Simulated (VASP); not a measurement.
# Mn (Pm-3m) in VASP: further runs, part 2 of 2

VASP 6.6.1. The steps go on from the part before.

### Step 3. Density of states, LDA, collinear spin, ferromagnetic start (volume scaled by 0.4)

The input, POSCAR:

```
Mn
1.0
    1.6424929516      0.0000000000      0.0000000000
    0.0000000000      1.6424929516      0.0000000000
    0.0000000000      0.0000000000      1.6424929516
Mn
1
Direct
    0.0000000000      0.0000000000      0.0000000000
```

The input, INCAR.step1:

```
SYSTEM = Mn
ALGO     = Normal         ! electronic algorithm
EDIFF    = 1E-6           ! SCF threshold, eV
ENCUT    = 520            ! plane-wave cutoff, eV
GGA      = CA             ! functional
ISIF     = 2              ! what is computed and relaxed
ISMEAR   = -1             ! smearing method
ISPIN    = 2              ! spin polarisation
LASPH    = .True.         ! aspherical terms in the spheres
LCHARG   = .True.         ! write CHGCAR
LMAXMIX  = 4              ! l up to which the mixer works
LREAL    = .False.        ! projectors in reciprocal space
LWAVE    = .False.        ! write WAVECAR
MAGMOM   = 3              ! initial moments
NBANDS   = 16             ! bands
NELM     = 150            ! most SCF steps
PREC     = Accurate       ! precision mode
SIGMA    = 0.1            ! smearing width, eV
```

The input, KPOINTS.step1:

```
k-points
0
Gamma
  19 19 19
  0 0 0
```

The input, INCAR.step2:

```
SYSTEM = Mn
ALGO     = Normal         ! electronic algorithm
EDIFF    = 1E-6           ! SCF threshold, eV
ENCUT    = 520            ! plane-wave cutoff, eV
GGA      = CA             ! functional
ICHARG   = 11             ! starting density
ISIF     = 2              ! what is computed and relaxed
ISMEAR   = -5             ! smearing method
ISPIN    = 2              ! spin polarisation
LASPH    = .True.         ! aspherical terms in the spheres
LCHARG   = .False.        ! write CHGCAR
LMAXMIX  = 4              ! l up to which the mixer works
LORBIT   = 10             ! projections on sites
LREAL    = .False.        ! projectors in reciprocal space
LWAVE    = .False.        ! write WAVECAR
MAGMOM   = 3              ! initial moments
NBANDS   = 16             ! bands
NEDOS    = 2001           ! points of the DOS
NELM     = 150            ! most SCF steps
PREC     = Accurate       ! precision mode
SIGMA    = 0.1            ! smearing width, eV
```

The input, KPOINTS.step2:

```
k-points
0
Gamma
  29 29 29
  0 0 0
```

Potentials or basis: VASP PAW LDA potentials, release 64 (Mn_pv).

Run with:

```
> cat potpaw_LDA.64/Mn_pv/POTCAR > POTCAR
> cp INCAR.step1 INCAR
> cp KPOINTS.step1 KPOINTS
> mpirun -np 1 vasp_std > vasp.out
> cp INCAR.step2 INCAR
> cp KPOINTS.step2 KPOINTS
> mpirun -np 1 vasp_std > vasp.out
```

OUTCAR:

```text
SYSTEM = Mn
   EDIFF = 1E-6
   ENCUT = 520
   GGA = CA
   ICHARG = 11
   ISIF = 2
   ISMEAR = -5
   ISPIN = 2
   LASPH = .True.
   LORBIT = 10
   LREAL = .False.
   NELM = 150
   PREC = Accurate

 ion  position               nearest neighbor table
   1  0.000  0.000  0.000-

  LATTYP: Found a simple cubic cell.
 ALAT       =     1.6424929516

  Lattice vectors:

 A1 = (   1.6424929516,   0.0000000000,   0.0000000000)
 A2 = (   0.0000000000,   1.6424929516,   0.0000000000)
 A3 = (   0.0000000000,   0.0000000000,   1.6424929516)

Analysis of symmetry for initial positions (statically):
=====================================================================
 Subroutine PRICEL returns:
 Original cell was already a primitive cell.

 Routine SETGRP: Setting up the symmetry group for a
 simple cubic supercell.

 Subroutine GETGRP returns: Found 48 space group operations
 (whereof 48 operations were pure point group operations)
 out of a pool of 48 trial point group operations.

The static configuration has the point symmetry O_h .

[... 626 lines left out ...]
      6      28.7879      1.00000
[... 8 lines left out ...]
     15      84.3083      0.00000
     16      95.4988      0.00000

 [... further k-points ...]

 spin component 2

 k-point     1 :       0.0000    0.0000    0.0000
  band No.  band energies     occupation
      1     -15.9590      1.00000
      2     -15.9590      1.00000
      3     -15.9590      1.00000
      4      18.3389      1.00000
      5      18.3389      1.00000
      6      21.5227      1.00000
[... 435 lines left out ...]
      5      22.5641      1.00000
      6      28.7879      1.00000
[... 8 lines left out ...]
     15      84.3083      0.00000
     16      95.4974      0.00000

 [... further k-points ...]

------------------------ aborting loop because EDIFF is reached ----------------------------------------

  FORCE on cell =-STRESS in cart. coord.  units (eV):
  Direction    XX          YY          ZZ          XY          YZ          ZX
  --------------------------------------------------------------------------------------
  -------------------------------------------------------------------------------------
  Total       47.8471884     47.8471884     47.8471884     -0.0000000     -0.0000000      0.0000000
  in kB    17300.4126275  17300.4126275  17300.4126275     -0.0000000     -0.0000000      0.0000000
  external PRESSURE =   17300.4126275 kB  Pullay stress =       0.0000000 kB

 VOLUME and BASIS-vectors are now :
 -----------------------------------------------------------------------------
  energy-cutoff  :      520.00
  volume of cell :        4.43
      direct lattice vectors                 reciprocal lattice vectors
     1.642492952  0.000000000  0.000000000     0.608830619  0.000000000  0.000000000
     0.000000000  1.642492952  0.000000000     0.000000000  0.608830619  0.000000000
     0.000000000  0.000000000  1.642492952     0.000000000  0.000000000  0.608830619

 POSITION                                       TOTAL-FORCE (eV/Angst)
 -----------------------------------------------------------------------------------
      0.00000      0.00000      0.00000         0.000000      0.000000      0.000000
 -----------------------------------------------------------------------------------
    total drift:                                0.000000     -0.000000     -0.000000

  FREE ENERGIE OF THE ION-ELECTRON SYSTEM (eV)
  ---------------------------------------------------
  free  energy   TOTEN  =         7.1644606751 eV

  energy  without entropy=        7.1644606751  energy(sigma->0) =        7.16446068

 total charge

# of ion       s       p       d       tot
------------------------------------------
    1        0.799   7.278   7.641  15.717

 magnetization (x)

# of ion       s       p       d       tot
------------------------------------------
    1       -0.000  -0.000   0.000   0.000
```

OUTCAR.step1:

```text
SYSTEM = Mn
   EDIFF = 1E-6
   ENCUT = 520
   GGA = CA
   ISIF = 2
   ISMEAR = -1
   ISPIN = 2
[... 1151 lines left out ...]
 -----------------------------------------------------------------------------------
      0.00000      0.00000      0.00000         0.000000      0.000000      0.000000
 -----------------------------------------------------------------------------------
    total drift:                               -0.000000      0.000000     -0.000000

  FREE ENERGIE OF THE ION-ELECTRON SYSTEM (eV)
  ---------------------------------------------------
  free  energy   TOTEN  =         7.1582053477 eV

  energy  without entropy=        7.1771944763  energy(sigma->0) =        7.16769991
```

OSZICAR.step1:

```text
N       E                     dE             d eps       ncg     rms          rms(c)
DAV:   1     0.689457677760E+02    0.68946E+02   -0.54927E+03 16072   0.125E+03
DAV:   2     0.880815055827E+01   -0.60138E+02   -0.56435E+02 14760   0.263E+02
DAV:   3     0.796817542524E+01   -0.83998E+00   -0.83905E+00 15776   0.306E+01
DAV:   4     0.796766227605E+01   -0.51315E-03   -0.51315E-03 16200   0.744E-01
DAV:   5     0.796766207998E+01   -0.19607E-06   -0.19696E-06 14984   0.134E-02    0.750E+01
DAV:   6     0.704944577709E+01   -0.91822E+00   -0.18501E-01 15512   0.869E+00    0.455E+01
DAV:   7     0.734860152009E+01    0.29916E+00   -0.13141E-01 16256   0.622E+00    0.187E+01
DAV:   8     0.716212237118E+01   -0.18648E+00   -0.20722E-02 15984   0.190E+00    0.314E+00
DAV:   9     0.715877089542E+01   -0.33515E-02   -0.17209E-03 15696   0.657E-01    0.667E-01
DAV:  10     0.715816696388E+01   -0.60393E-03   -0.43931E-04 14712   0.352E-01    0.163E-01
DAV:  11     0.715819338071E+01    0.26417E-04   -0.18334E-05 15240   0.781E-02    0.673E-02
DAV:  12     0.715820576424E+01    0.12384E-04   -0.48202E-06 14560   0.424E-02    0.184E-02
DAV:  13     0.715820534769E+01   -0.41656E-06   -0.68944E-07 11496   0.136E-02
   1 F= 0.71582053E+01 E0= 0.71676999E+01  d E =-.189891E-01  mag=     0.0000
```

Run time: 37 s. Hardware: 1 thread of AMD EPYC 9R45 (Zen 5), shared host; peak memory 0.21 GiB.

Results:

```
Net moment : 0.00 μB per cell
```

Caveat: the starting moments collapsed, and a magnetic state may lie lower; tetrahedron occupations give inexact forces and stress in metals.
